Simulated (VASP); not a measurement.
A run of VASP 6.6.1 is set up as follows.

File INCAR:

```
  ALGO = Normal
  EDIFF = 1E-6
  ENCUT = 520
  GGA = VW
  ISIF = 2
  ISMEAR = -1
  LASPH = T
  LCHARG = F
  LREAL = F
  LWAVE = F
  NBANDS = 16
  NELM = 100
  PREC = Accurate
  SIGMA = 0.1
```

KPOINTS

```
k-points
0
Gamma
  12 12 12
```

POSCAR

```
C
1.0
    1.2331880975      0.7119814801      8.2826151019
   -1.2331880975      0.7119814801      8.2826151019
    0.0000000000     -1.4239629601      8.2826151019
C
4
Direct
    0.0871730800      0.0871730800      0.0871730800
    0.7538500600      0.7538500600      0.7538500600
    0.2461499400      0.2461499400      0.2461499400
    0.9128269200      0.9128269200      0.9128269200
```

Potentials or basis: VASP PAW PBE potentials, release 64 (C).

Launch:

```console
$ cat potpaw_PBE.64/C/POTCAR > POTCAR
$ mpirun -np 1 vasp_std > vasp.out
```

Q: Predict the largest force.

A: 0.008 eV/Å.

Q: What does it give for the pressure?

A: -5.5 GPa.

Q: What does it give for the band gap on the k mesh?

A: 0.19 eV, direct.

Stress tensor (GPa, compression positive):
```
-7.74  0.00  0.00
 0.00 -7.74  0.00
 0.00  0.00 -0.97
```

Caveat: the PAW data sets were made with another functional, which shifts forces and pressure a little. A k mesh can miss the band edges.
